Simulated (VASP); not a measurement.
# Ge (Cmmm) in VASP: a series of runs

Ge is run at these levels: PBE; tasks: single point.

Everything below comes from runs of VASP 6.6.1. Logs are shortened: lines on timing, memory, paths and dates and some standing lists are left out, and cuts for length are marked.

### 1 The cell of the first run

Symmetry: Cmmm, No. 65, orthorhombic system. The conventional cell has a = 2.794 Å, b = 5.201 Å, c = 2.563 Å, α = 90.00°, β = 90.00°, γ = 90.00°. Ge (site symmetry mmm) has 8 Ge at 2.56 to 2.95 Å within 3.4 Å.

### 2 Single point, PBE (strain +0.000 along x and y, -0.050 along z)

Input file INCAR:

```
SYSTEM = Ge
PREC     = Accurate       ! precision mode
ENCUT    = 520            ! plane-wave cutoff, eV
EDIFF    = 1E-7           ! SCF threshold, eV
ISMEAR   = 0              ! smearing method
SIGMA    = 0.15           ! smearing width, eV
LREAL    = .False.        ! projectors in reciprocal space
LASPH    = .True.         ! aspherical terms in the spheres
NELM     = 100            ! most SCF steps
ALGO     = Normal         ! electronic algorithm
ISIF     = 2              ! what is computed and relaxed
LWAVE    = .False.        ! write WAVECAR
LCHARG   = .True.         ! write CHGCAR
GGA      = PE             ! functional
LELF     = .True.         ! ELF
LVHAR    = .True.       
NBANDS   = 13             ! bands
```

Input file KPOINTS:

```
Automatic mesh
0
Gamma
  20 20 18
  0 0 0
```

Input file POSCAR:

```
Ge
1.0
    1.3971490000     -2.6005160000      0.0000000000
    1.3971490000      2.6005160000      0.0000000000
    0.0000000000      0.0000000000      2.5633194500
Ge
1
Direct
    0.5000000000      0.5000000000      0.0000000000
```

Potentials or basis: VASP PAW PBE potentials, release 64 (Ge_d).

Command:

```console
> cat potpaw_PBE.64/Ge_d/POTCAR > POTCAR
> mpirun -np 1 vasp_std > vasp.out
```

OUTCAR:

```text
SYSTEM = Ge
   PREC = Accurate
   ENCUT = 520
   EDIFF = 1E-7
   ISMEAR = 0
   LREAL = .False.
   LASPH = .True.
   NELM = 100
   ISIF = 2
   GGA = PE

 ion  position               nearest neighbor table
   1  0.500  0.500  0.000-

  LATTYP: Found a base centered orthorhombic cell.
 ALAT       =     2.7942980000
 B/A-ratio  =     1.8613018368
 C/A-ratio  =     0.9173393282

  Lattice vectors:

 A1 = (   1.3971490000,  -2.6005160000,   0.0000000000)
 A2 = (   1.3971490000,   2.6005160000,   0.0000000000)
 A3 = (   0.0000000000,   0.0000000000,   2.5633194500)

Analysis of symmetry for initial positions (statically):
=====================================================================
 Subroutine PRICEL returns:
 Original cell was already a primitive cell.

 Routine SETGRP: Setting up the symmetry group for a
 base centered orthorhombic supercell.

 Subroutine GETGRP returns: Found  8 space group operations
 (whereof  8 operations were pure point group operations)
 out of a pool of  8 trial point group operations.

The static configuration has the point symmetry D_2h.

Analysis of symmetry for dynamics (positions and initial velocities):
=====================================================================
 Subroutine PRICEL returns:
 Original cell was already a primitive cell.

 Routine SETGRP: Setting up the symmetry group for a
 base centered orthorhombic supercell.

 Subroutine GETGRP returns: Found  8 space group operations
 (whereof  8 operations were pure point group operations)
 out of a pool of  8 trial point group operations.

The dynamic configuration has the point symmetry D_2h.

 Subroutine INISYM returns: Found  8 space group operations
 (whereof  8 operations are pure point group operations),
 and found     1 'primitive' translations

----------------------------------------------------------------------------------------

                                     Primitive cell

  volume of cell :      18.6267

  direct lattice vectors                    reciprocal lattice vectors
     1.397149000 -2.600516000  0.000000000     0.357871637 -0.192269534  0.000000000
     1.397149000  2.600516000  0.000000000     0.357871637  0.192269534  0.000000000
     0.000000000  0.000000000  2.563319450     0.000000000  0.000000000  0.390119148

  length of vectors
     2.952068562  2.952068562  2.563319450     0.406250763  0.406250763  0.390119148

  position of ions in fractional coordinates (direct lattice)
     0.500000000  0.500000000  0.000000000

  ion indices of the primitive-cell ions
   primitive index   ion index
                 1           1

----------------------------------------------------------------------------------------

 KPOINTS: Automatic mesh

Automatic generation of k-mesh.
 Grid dimensions read from file:
 generate k-points for:   20   20   18

 Generating k-lattice:

  Cartesian coordinates                     Fractional coordinates (reciprocal lattice)
     0.017893582 -0.009613477  0.000000000     0.050000000  0.000000000  0.000000000
     0.017893582  0.009613477  0.000000000     0.000000000  0.050000000  0.000000000
     0.000000000  0.000000000  0.021673286     0.000000000  0.000000000  0.055555556

  Length of vectors
     0.020312538  0.020312538  0.021673286

  Shift w.r.t. Gamma in fractional coordinates (k-lattice)
     0.000000000  0.000000000  0.000000000

 Subroutine IBZKPT returns following result:
 ===========================================

 Found   1110 irreducible k-points:

 Following reciprocal coordinates:
            Coordinates               Weight
  0.000000  0.000000  0.000000      1.000000
  0.050000  0.000000  0.000000      4.000000
  0.100000 -0.000000  0.000000      4.000000
  0.150000  0.000000  0.000000      4.000000
  0.200000 -0.000000  0.000000      4.000000
  0.250000 -0.000000  0.000000      4.000000
[... 16 lines left out ...]
 -0.400000  0.050000  0.000000      4.000000
 -0.350000  0.050000  0.000000      4.000000
 [... further k-points ...]
   k-points           NKPTS =   1110   k-points in BZ     NKDIM =   1110   number of bands    NBANDS=     13
   number of dos      NEDOS =    301   number of ions     NIONS =      1
   total plane-waves  NPLWV =  11520
   dimension x,y,z NGX =    24 NGY =   24 NGZ =   20
   dimension x,y,z NGXF=    48 NGYF=   48 NGZF=   40
   ions per type =               1
   NGX,Y,Z   is equivalent  to a cutoff of  13.52, 13.52, 12.97 a.u.
   NGXF,Y,Z  is equivalent  to a cutoff of  27.03, 27.03, 25.94 a.u.
 SYSTEM =  Ge
   PREC   = accura    normal or accurate (medium, high low for compatibility)
   ISTART =      0    job   : 0-new  1-cont  2-samecut
   ICHARG =      2    charge: 1-file 2-atom 10-const
   ISPIN  =      1    spin polarized calculation?
   LNONCOLLINEAR =      F non collinear calculations
   LSORBIT =      F    spin-orbit coupling
   LASPH  =      T    aspherical Exc in radial PAW
   ENCUT  =  520.0 eV  38.22 Ry    6.18 a.u.   5.49  5.49  4.77*2*pi/ulx,y,z
   NELM   =    100;   NELMIN=  2; NELMDL= -5     # of ELM steps
   EDIFF  = 0.1E-06   stopping-criterion for ELM
   LREAL  =      F    real-space projection
   EDIFFG = 0.1E-05   stopping-criterion for IOM
   NSW    =      0    number of steps for IOM
   IBRION =     -1    ionic relax: 0-MD 1-quasi-New 2-CG
   NFREE  =      0    steps in history (QN), initial steepest desc. (CG)
   ISIF   =      2    stress and relaxation
   ISYM   =      2    0-nonsym 1-usesym 2-fastsym
   POTIM  = 0.5000    time-step for ionic-motion
   TEBEG  =    0.0;   TEEND  =   0.0 temperature during run
   PSTRESS=    0.0 pullay stress
   NELECT =      14.0000    total number of electrons
   NUPDOWN=      -1.0000    fix difference up-down
   EMIN   =  10.00;   EMAX   =-10.00  energy-range for DOS
   EFERMI =   0.00;   METHOD = LEGACY
   ISMEAR =     0;   SIGMA  =   0.15  broadening in eV -4-tet -1-fermi 0-gaus
   EFERMI_NEDOS =   21; number of points for ismear=-14 and -15
   IALGO  =     38    algorithm
   IMIX   =      4    mixing-type and parameters
     AMIX     =   0.40;   BMIX     =  1.00
     AMIX_MAG =   1.60;   BMIX_MAG =  1.00
  volume/ion in A,a.u.               =      18.63       125.70
  Fermi-wavevector in a.u.,A,eV,Ry     =   1.488467  2.812795 30.144166  2.215534
  Thomas-Fermi vector in A             =   2.601498
   LORBIT       =      0    0 simple, 1 ext, 2 COOP (PROOUT), +10 PAW based schemes
   GGA     = PE    functional components
   LHFCALC =     F    Hartree Fock is set to
   AEXX    =    0.0000 exact exchange contribution
   IVDW    =     0    specifies the selected vdW correction
   LEPSILON=     F    determine dielectric tensor
   LRPA    =     F    only Hartree local field effects (RPA)
 non-spin polarized calculation
 Gauss-broadening in eV      SIGMA  =   0.15
  energy-cutoff  :      520.00
  volume of cell :       18.63
 maximum number of plane-waves:       517
 NGX is ok and might be reduce to    24
   NGX = 11   NGY = 11   NGZ =  9

 number of electron      14.0000006 magnetization

 Free energy of the ion-electron system (eV)
  ---------------------------------------------------
  ext. energy  EPLUGINS =         0.00000000
  ---------------------------------------------------
  free energy    TOTEN  =        -4.24269986 eV

  energy without entropy =       -4.23758978  energy(sigma->0) =       -4.24014482

 E-fermi :   6.8063     XC(G=0): -11.2938

 val. band max:        6.7994312018   @ k =   0.4000   0.0000   0.4444
 cond. band min:       6.8082530709   @ k =  -0.3000   0.2500   0.2778
 fundamental gap:      0.0088218691
 Fermi energy:         6.8063132797

 k-point     1 :       0.0000    0.0000    0.0000
  band No.  band energies     occupation
      1     -18.0719      2.00000
      2     -17.9528      2.00000
      3     -17.9014      2.00000
      4     -17.7773      2.00000
      5     -17.7587      2.00000
      6      -6.5280      2.00000
      7      13.4924      0.00000
      8      14.9879      0.00000
      9      15.1344      0.00000
     10      17.6244      0.00000
     11      19.2983      0.00000
     12      21.4552      0.00000
     13      21.9211      0.00000

 k-point     2 :       0.0500    0.0000    0.0000
  band No.  band energies     occupation
      1     -18.0703      2.00000
      2     -17.9499      2.00000
      3     -17.9018      2.00000
      4     -17.7776      2.00000
      5     -17.7598      2.00000
      6      -6.4673      2.00000
      7      13.2409      0.00000
      8      14.3745      0.00000
      9      15.1938      0.00000
     10      17.8755      0.00000
     11      19.4397      0.00000
     12      20.3433      0.00000
     13      22.2243      0.00000

 k-point     3 :       0.1000   -0.0000    0.0000
  band No.  band energies     occupation
      1     -18.0658      2.00000
      2     -17.9421      2.00000
      3     -17.9025      2.00000
      4     -17.7787      2.00000
      5     -17.7631      2.00000
      6      -6.2854      2.00000
      7      12.4104      0.00000
      8      13.2727      0.00000
      9      15.3707      0.00000
     10      17.8983      0.00000
     11      19.2003      0.00000
     12      20.5720      0.00000
     13      23.1210      0.00000

 k-point     4 :       0.1500    0.0000    0.0000
  band No.  band energies     occupation
      1     -18.0592      2.00000
      2     -17.9324      2.00000
      3     -17.9007      2.00000
      4     -17.7806      2.00000
      5     -17.7680      2.00000
      6      -5.9825      2.00000
      7      10.9101      0.00000
      8      12.4667      0.00000
      9      15.6617      0.00000
     10      17.1058      0.00000
     11      19.5452      0.00000
     12      21.5311      0.00000
     13      24.4247      0.00000

 k-point     5 :       0.2000   -0.0000    0.0000
  band No.  band energies     occupation
      1     -18.0516      2.00000
      2     -17.9270      2.00000
      3     -17.8909      2.00000
      4     -17.7839      2.00000
      5     -17.7733      2.00000
      6      -5.5593      2.00000
      7       9.1957      0.00000
      8      11.8076      0.00000
      9      16.0606      0.00000
     10      16.2531      0.00000
     11      20.0726      0.00000
     12      22.7749      0.00000
     13      25.9552      0.00000
[... 257 lines left out ...]
 k-point    22 :      -0.4500    0.0500    0.0000
  band No.  band energies     occupation
      1     -18.0303      2.00000
      2     -17.9283      2.00000
      3     -17.8155      2.00000
      4     -17.8085      2.00000
      5     -17.7849      2.00000
      6      -2.3627      2.00000
      7       2.3402      2.00000
      8       9.2757      0.00000
      9      14.8191      0.00000
     10      18.6072      0.00000
     11      23.3364      0.00000
     12      26.0879      0.00000
     13      26.6367      0.00000

 k-point    23 :      -0.4000    0.0500    0.0000
  band No.  band energies     occupation
      1     -18.0320      2.00000
      2     -17.9284      2.00000
      3     -17.8289      2.00000
      4     -17.8041      2.00000
      5     -17.7835      2.00000
      6      -3.2061      2.00000
      7       3.6604      2.00000
      8       9.4434      0.00000
      9      15.1509      0.00000
     10      18.0473      0.00000
     11      22.4608      0.00000
     12      27.0989      0.00000
     13      27.6607      0.00000

 k-point    24 :      -0.3500    0.0500    0.0000
  band No.  band energies     occupation
      1     -18.0354      2.00000
      2     -17.9286      2.00000
      3     -17.8458      2.00000
      4     -17.7985      2.00000
      5     -17.7812      2.00000
      6      -4.0014      2.00000
      7       5.1507      2.00000
      8       9.7385      0.00000
      9      15.6010      0.00000
     10      17.4286      0.00000
     11      21.6819      0.00000
     12      27.8354      0.00000
     13      28.3293      0.00000

 [... further k-points ...]

------------------------ aborting loop because EDIFF is reached ----------------------------------------

  FORCE on cell =-STRESS in cart. coord.  units (eV):
  Direction    XX          YY          ZZ          XY          YZ          ZX
  --------------------------------------------------------------------------------------
  -------------------------------------------------------------------------------------
  Total        0.1373404     -0.1407851      1.1942001      0.0000000      0.0000000      0.0000000
  in kB       11.8133701    -12.1096728    102.7194557      0.0000000      0.0000000      0.0000000
  external PRESSURE =      34.1410510 kB  Pullay stress =       0.0000000 kB

 VOLUME and BASIS-vectors are now :
 -----------------------------------------------------------------------------
  energy-cutoff  :      520.00
  volume of cell :       18.63
      direct lattice vectors                 reciprocal lattice vectors
     1.397149000 -2.600516000  0.000000000     0.357871637 -0.192269534  0.000000000
     1.397149000  2.600516000  0.000000000     0.357871637  0.192269534  0.000000000
     0.000000000  0.000000000  2.563319450     0.000000000  0.000000000  0.390119148

 POSITION                                       TOTAL-FORCE (eV/Angst)
 -----------------------------------------------------------------------------------
      1.39715      0.00000      0.00000        -0.000000      0.000000      0.000000
 -----------------------------------------------------------------------------------
    total drift:                               -0.000000     -0.000000     -0.000000

  FREE ENERGIE OF THE ION-ELECTRON SYSTEM (eV)
  ---------------------------------------------------
  free  energy   TOTEN  =        -4.2426998603 eV

  energy  without entropy=       -4.2375897835  energy(sigma->0) =       -4.24014482
```

Run time: 4.5 min. Hardware: 1 thread of AMD EPYC 7R13 (Zen 3), shared host; peak memory 0.31 GiB.

Results:

```
Free energy            : -4.2427 eV
Pressure               : 3.4 GPa
Band gap on the k mesh : zero (band 7 reaches 13.56 eV, above the bottom of band 8 at 3.57 eV)
```

Caveat: the cell differs from its parent crystal (strain +0.000 along x and y, -0.050 along z).

(Part 1 of 2 ends here.)
